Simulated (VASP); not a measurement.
# GaN (Fm-3m) in VASP: notebook

GaN is run at these levels: LDA; tasks: G0W0 quasiparticle levels.

Everything below comes from runs of VASP 6.6.1. Logs are shortened: lines on timing, memory, paths and dates and some standing lists are left out, and cuts for length are marked.

### Step 1. The cell of the first run

The structure is cubic, space group Fm-3m (No. 225). Conventional cell: a = 4.217 Å, b = 4.217 Å, c = 4.217 Å, α = 90.00°, β = 90.00°, γ = 90.00°. Within 2.8 Å of Ga (site symmetry m-3m) lie 6 N at 2.11 Å. Within 2.8 Å of N (site symmetry m-3m) lie 6 Ga at 2.11 Å.

### Step 2. G0W0 quasiparticle levels, LDA

POSCAR reads:

```
GaN
1.0
    0.0000000000      2.1085152350      2.1085152350
    2.1085152350      0.0000000000      2.1085152350
    2.1085152350      2.1085152350      0.0000000000
Ga N
1 1
Direct
    0.0000000000      0.0000000000      0.0000000000
    0.5000000000      0.5000000000      0.5000000000
```

INCAR.step1 reads:

```
PREC = Accurate
ENCUT = 500
EDIFF = 1E-8
ISMEAR = 0
SIGMA = 0.01
LREAL = False
LASPH = True
NELM = 60
ALGO = Normal
LWAVE = True
LCHARG = False
```

INCAR.step2 reads:

```
PREC = Accurate
ENCUT = 500
EDIFF = 1E-8
ISMEAR = 0
SIGMA = 0.01
LREAL = False
LASPH = True
NELM = 1
ALGO = Exact
LWAVE = True
LCHARG = False
NBANDS = 69
LOPTICS = True
ISTART = 1
```

INCAR.step3 reads:

```
PREC = Accurate
ENCUT = 500
EDIFF = 1E-8
ISMEAR = 0
SIGMA = 0.01
LREAL = False
LASPH = True
ALGO = EVGW0
LWAVE = False
LCHARG = False
NELMGW = 1
NBANDS = 69
ENCUTGW = 80.0
NOMEGA = 48
PRECFOCK = Fast
ISTART = 1
NBANDSGW = 17
```

KPOINTS reads:

```
Automatic mesh
0
Gamma
  4 4 4
```

Potentials or basis: VASP PAW LDA potentials, release 64 (Ga_d_GW, N_GW).

On the command line:

```bash
$ cat potpaw_LDA.64/Ga_d_GW/POTCAR potpaw_LDA.64/N_GW/POTCAR > POTCAR
$ cp INCAR.step1 INCAR
$ mpirun -np 1 vasp_std > vasp.out
$ cp INCAR.step2 INCAR
$ mpirun -np 1 vasp_std > vasp.out
$ cp INCAR.step3 INCAR
$ mpirun -np 1 vasp_std > vasp.out
```

OUTCAR:

```text
PREC = Accurate
   ENCUT = 500
   EDIFF = 1E-8
   ISMEAR = 0
   LREAL = False
   LASPH = True
   NELMGW = 1
   ENCUTGW = 80.0
   PRECFOCK = Fast
   ISTART = 1

 ion  position               nearest neighbor table
   1  0.000  0.000  0.000-   2 2.11   2 2.11   2 2.11   2 2.11   2 2.11   2 2.11
   2  0.500  0.500  0.500-   1 2.11   1 2.11   1 2.11   1 2.11   1 2.11   1 2.11

  LATTYP: Found a face centered cubic cell.
 ALAT       =     4.2170304700

  Lattice vectors:

 A1 = (   0.0000000000,   2.1085152350,   2.1085152350)
 A2 = (   2.1085152350,   0.0000000000,   2.1085152350)
 A3 = (   2.1085152350,   2.1085152350,   0.0000000000)

Analysis of symmetry for initial positions (statically):
=====================================================================
 Subroutine PRICEL returns:
 Original cell was already a primitive cell.

 Routine SETGRP: Setting up the symmetry group for a
 face centered cubic supercell.

 Subroutine GETGRP returns: Found 48 space group operations
 (whereof 48 operations were pure point group operations)
 out of a pool of 48 trial point group operations.

The static configuration has the point symmetry O_h .

Analysis of symmetry for dynamics (positions and initial velocities):
=====================================================================
 Subroutine PRICEL returns:
 Original cell was already a primitive cell.

 Routine SETGRP: Setting up the symmetry group for a
 face centered cubic supercell.

 Subroutine GETGRP returns: Found 48 space group operations
 (whereof 48 operations were pure point group operations)
 out of a pool of 48 trial point group operations.

The dynamic configuration has the point symmetry O_h .

 Subroutine INISYM returns: Found 48 space group operations
 (whereof 48 operations are pure point group operations),
 and found     1 'primitive' translations

----------------------------------------------------------------------------------------

                                     Primitive cell

  volume of cell :      18.7482

  direct lattice vectors                    reciprocal lattice vectors
     0.000000000  2.108515235  2.108515235    -0.237133691  0.237133691  0.237133691
     2.108515235  0.000000000  2.108515235     0.237133691 -0.237133691  0.237133691
     2.108515235  2.108515235  0.000000000     0.237133691  0.237133691 -0.237133691

  length of vectors
     2.981890842  2.981890842  2.981890842     0.410727601  0.410727601  0.410727601

  position of ions in fractional coordinates (direct lattice)
     0.000000000  0.000000000  0.000000000
     0.500000000  0.500000000  0.500000000

  ion indices of the primitive-cell ions
   primitive index   ion index
                 1           1
                 2           2

----------------------------------------------------------------------------------------

 KPOINTS: Automatic mesh

Automatic generation of k-mesh.
 Grid dimensions read from file:
 generate k-points for:    4    4    4

 Generating k-lattice:

  Cartesian coordinates                     Fractional coordinates (reciprocal lattice)
    -0.059283423  0.059283423  0.059283423     0.250000000  0.000000000  0.000000000
     0.059283423 -0.059283423  0.059283423     0.000000000  0.250000000  0.000000000
     0.059283423  0.059283423 -0.059283423     0.000000000  0.000000000  0.250000000

  Length of vectors
     0.102681900  0.102681900  0.102681900

  Shift w.r.t. Gamma in fractional coordinates (k-lattice)
     0.000000000  0.000000000  0.000000000

 Subroutine IBZKPT returns following result:
 ===========================================

 Found      8 irreducible k-points:

 Following reciprocal coordinates:
            Coordinates               Weight
  0.000000  0.000000  0.000000      1.000000
  0.250000  0.000000  0.000000      8.000000
  0.500000  0.000000  0.000000      4.000000
  0.250000  0.250000  0.000000      6.000000
  0.500000  0.250000  0.000000     24.000000
 -0.250000  0.250000  0.000000     12.000000
  0.500000  0.500000  0.000000      3.000000
 -0.250000  0.500000  0.250000      6.000000
   k-points           NKPTS =      8   k-points in BZ     NKDIM =     64   number of bands    NBANDS=     69
   number of dos      NEDOS =    301   number of ions     NIONS =      2
   total plane-waves  NPLWV =  13824
   dimension x,y,z NGX =    24 NGY =   24 NGZ =   24
   dimension x,y,z NGXF=    48 NGYF=   48 NGZF=   48
   ions per type =               1   1
   NGX,Y,Z   is equivalent  to a cutoff of  13.38, 13.38, 13.38 a.u.
   NGXF,Y,Z  is equivalent  to a cutoff of  26.76, 26.76, 26.76 a.u.
 SYSTEM =  unknown system
   PREC   = accura    normal or accurate (medium, high low for compatibility)
   ISTART =      1    job   : 0-new  1-cont  2-samecut
   ICHARG =      0    charge: 1-file 2-atom 10-const
   ISPIN  =      1    spin polarized calculation?
   LNONCOLLINEAR =      F non collinear calculations
   LSORBIT =      F    spin-orbit coupling
   LASPH  =      T    aspherical Exc in radial PAW
   ENCUT  =  500.0 eV  36.75 Ry    6.06 a.u.   5.44  5.44  5.44*2*pi/ulx,y,z
   NELM   =     60;   NELMIN=  2; NELMDL=  0     # of ELM steps
   EDIFF  = 0.1E-07   stopping-criterion for ELM
   LREAL  =      F    real-space projection
   EDIFFG = 0.1E-06   stopping-criterion for IOM
   NSW    =      0    number of steps for IOM
   IBRION =     -1    ionic relax: 0-MD 1-quasi-New 2-CG
   NFREE  =      0    steps in history (QN), initial steepest desc. (CG)
   ISIF   =      0    stress and relaxation
   ISYM   =      3    0-nonsym 1-usesym 2-fastsym
   POTIM  = 0.5000    time-step for ionic-motion
   TEBEG  =    0.0;   TEEND  =   0.0 temperature during run
   PSTRESS=    0.0 pullay stress
   NELECT =      18.0000    total number of electrons
   NUPDOWN=      -1.0000    fix difference up-down
   EMIN   =  10.00;   EMAX   =-10.00  energy-range for DOS
   EFERMI =   0.00;   METHOD = LEGACY
   ISMEAR =     0;   SIGMA  =   0.01  broadening in eV -4-tet -1-fermi 0-gaus
   EFERMI_NEDOS =   21; number of points for ismear=-14 and -15
   IALGO  =     38    algorithm
   IMIX   =      4    mixing-type and parameters
     AMIX     =   0.40;   BMIX     =  1.00
     AMIX_MAG =   1.60;   BMIX_MAG =  1.00
  volume/ion in A,a.u.               =       9.37        63.26
  Fermi-wavevector in a.u.,A,eV,Ry     =   1.615024  3.051952 35.488101  2.608302
  Thomas-Fermi vector in A             =   2.709838
   LORBIT       =      0    0 simple, 1 ext, 2 COOP (PROOUT), +10 PAW based schemes
   GGA     = CA    functional components
   LHFCALC =     T    Hartree Fock is set to
   PRECFOCK=fast      Normal, Fast or Accurate (Low or Medium for compatibility)
   ENCUT4O =  -1.0   cutoff for four orbital integrals eV
   NKREDX  =     1    reduce k-point grid by
   NKREDY  =     1    reduce k-point grid by
   NKREDZ  =     1    reduce k-point grid by
   AEXX    =    1.0000 exact exchange contribution
   HFSCREEN=    0.0000 screening length (either q_TF or 0.3 A-1)
   HFSCREENC=   0.0000 screening length for correlation (either q_TF or 0.3 A-1)
   ENCUTFOCK=  -1.0 apply spherical cutoff to Coloumb kernel
   IVDW    =     0    specifies the selected vdW correction
   LEPSILON=     F    determine dielectric tensor
   LRPA    =     F    only Hartree local field effects (RPA)
   LRPAFORCE           =     F    calculate RPA forces
   ENCUTGW             =  80.0    cutoff for response function in eV
   ENCUTGWSOFT         =  64.0    soft cutoff for Coulomb kernel in GW response function in eV
   ENCUTLF             =  -1.0    cutoff for local field effects
   NELMGW              =     1    number of iterations in solving QP/BSE equation
   NELMHF              =     1    number of iterations in the inner HF iteration
   NKREDLFX            =     1    NKREDLFY  =   1   NKREDLFZ  =   1
 non-spin polarized calculation
 Gauss-broadening in eV      SIGMA  =   0.01
  energy-cutoff  :      500.00
  volume of cell :       18.75
 maximum number of plane-waves:       531
 NGX is ok and might be reduce to    24
  NGX = 12; NGY = 12; NGZ = 12
   NGX = 11   NGY = 11   NGZ = 11
 maximum number of plane-waves:        34
 NGX is ok and might be reduce to    10

 QP shifts <psi_nk| G(iteration)W_0 |psi_nk>: iteration 1
 for sc-GW calculations column KS-energies equals QP-energies in previous step
 and V_xc(KS)=  KS-energies - (<T + V_ion + V_H > + <T+V_H+V_ion>^1  + <V_x>^1)

 k-point   1 :       0.0000    0.0000    0.0000
  band No.  KS-energies  QP-energies   sigma(KS)   V_xc(KS)     V^pw_x(r,r')   Z            occupation Imag(sigma)

      1      -9.6906     -10.4307     -15.5951     -14.5559     -24.1874       0.7122       2.0000       1.3954
      2      -6.6885      -9.9510     -26.2408     -21.8099     -34.9189       0.7363       2.0000       0.2522
      3      -6.6885      -9.9510     -26.2408     -21.8099     -34.9189       0.7363       2.0000       0.2522
      4      -6.6885      -9.9510     -26.2408     -21.8099     -34.9189       0.7363       2.0000       0.2522
      5      -6.5873      -9.9583     -26.5762     -22.0059     -35.4103       0.7376       2.0000       0.3026
      6      -6.5873      -9.9583     -26.5762     -22.0059     -35.4103       0.7376       2.0000       0.3026
[... 9 lines left out ...]
     16      23.1315      24.3684     -11.7718     -13.3847      -4.5569       0.7669       0.0000      -0.5704
     17      23.5301      24.0059      -9.1829      -9.7880      -2.5508       0.7864       0.0000      -0.3502

 k-point   2 :       0.2500    0.0000    0.0000
  band No.  KS-energies  QP-energies   sigma(KS)   V_xc(KS)     V^pw_x(r,r')   Z            occupation Imag(sigma)

      1      -8.5008      -9.2301     -15.9666     -14.9300     -24.3365       0.7035       2.0000       1.2473
      2      -6.7289     -10.0070     -26.2554     -21.7980     -35.0467       0.7355       2.0000       0.2993
      3      -6.7289     -10.0070     -26.2554     -21.7980     -35.0467       0.7355       2.0000       0.2993
      4      -6.7222      -9.9271     -25.9926     -21.6373     -34.6558       0.7359       2.0000       0.2715
      5      -6.5572      -9.8783     -26.4840     -21.9845     -35.2284       0.7381       2.0000       0.2686
      6      -6.5572      -9.8783     -26.4840     -21.9845     -35.2284       0.7381       2.0000       0.2686
[... 9 lines left out ...]
     16      25.1938      26.0113     -11.8536     -12.8804      -5.5522       0.7962       0.0000      -0.4468
     17      32.1466      33.0311     -10.5096     -11.6045      -3.2319       0.8078       0.0000      -1.0056

 k-point   3 :       0.5000    0.0000    0.0000
  band No.  KS-energies  QP-energies   sigma(KS)   V_xc(KS)     V^pw_x(r,r')   Z            occupation Imag(sigma)
[... 85 lines left out ...]
      1      -8.2648     -10.4470     -22.3303     -19.2497     -31.3520       0.7084       2.0000       0.6639
      2      -6.8735     -10.0708     -25.8845     -21.5319     -34.5272       0.7346       2.0000       0.2595
      3      -6.4735      -9.8588     -26.7178     -22.1249     -35.5690       0.7371       2.0000       0.3007
      4      -6.3999      -9.7186     -26.6302     -22.1348     -35.3437       0.7382       2.0000       0.2470
      5      -6.3999      -9.7186     -26.6302     -22.1348     -35.3437       0.7382       2.0000       0.2470
      6      -3.3303      -5.1623     -22.1343     -19.6756     -30.0208       0.7451       2.0000       0.5730
[... 9 lines left out ...]
     16      34.8558      36.2859     -13.3762     -15.0768      -6.6107       0.8409       0.0000      -1.2161
     17      36.7943      37.9968      -9.9278     -11.4078      -2.7111       0.8126       0.0000      -1.0899

 k-point   8 :      -0.2500    0.5000    0.2500
  band No.  KS-energies  QP-energies   sigma(KS)   V_xc(KS)     V^pw_x(r,r')   Z            occupation Imag(sigma)

      1      -7.9359     -10.2355     -22.7920     -19.5682     -31.7700       0.7133       2.0000       0.6228
      2      -6.6806      -9.9101     -26.0982     -21.7129     -34.7599       0.7364       2.0000       0.2616
      3      -6.6806      -9.9101     -26.0982     -21.7129     -34.7599       0.7364       2.0000       0.2616
      4      -6.6596      -9.9500     -26.3413     -21.8636     -35.2012       0.7348       2.0000       0.3249
      5      -6.3998      -9.7206     -26.6313     -22.1350     -35.3457       0.7386       2.0000       0.2467
      6      -3.5365      -5.2770     -21.8636     -19.5154     -29.8414       0.7412       2.0000       0.6021
[... 9 lines left out ...]
     16      34.7766      36.1690     -13.1500     -14.8060      -5.9374       0.8408       0.0000      -1.4424
     17      37.1124      38.7359     -12.8491     -14.8254      -4.6706       0.8215       0.0000      -1.8737
```

Wall time 62 s (1 thread of Intel Xeon 8259CL, shared host); peak memory 0.18 GiB.

Results:

```yaml
Band_gap_on_the_k_mesh_mean-field_level: 0.54 eV, indirect (least direct gap 2.88 eV)
Quasiparticle_gap: 1.55 eV
Least_direct_quasiparticle_gap: 3.65 eV
```

Caveat: the k points lie up to 0.65 Å⁻¹ apart; bands, screening cutoff and mesh are small and nothing is extrapolated, so the quasiparticle values aren't converged. A k mesh can miss the band edges.

(Part 1 of 2 ends here.)
